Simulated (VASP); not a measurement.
Runs of VASP 6.6.1 on Nb. The structure is that of space group Fm-3m (No. 225), or close to it. The cells are those of the table. 

```csv
task,cell,cutoff (eV),gap on the mesh (eV),pressure (GPa)
relaxation of cell and atoms,"relaxed to -3.3 GPa from a = 3.004 Å, angles 60.0°, 1 atom",600,none,-3.3
single point,"a = 2.983 Å, angles 60.0°, 1 atom",520,none,(a)
relaxation of cell and atoms,"relaxed from a = 2.949 Å, angles 60.0°, 1 atom",600,none,0.0
single point,"a = 3.004 Å, angles 60.0°, 1 atom",520,none,-3.6
```

Alike in all rows: level PBE; potentials or basis VASP PAW PBE potentials, release 64 (Nb_sv); no spin polarisation; k mesh 16 × 16 × 16; smearing fermi-dirac 0.08 eV.

Fill in the values left out.

(a) -0.3.

Caveats: the cell is relaxed towards a set pressure, so the enthalpy falls and the energy may rise (some runs).

A k mesh can miss the band edges, and the runs leave out spin-orbit coupling on Nb.

A gap of «none» marks levels without a gap at the run's occupations.
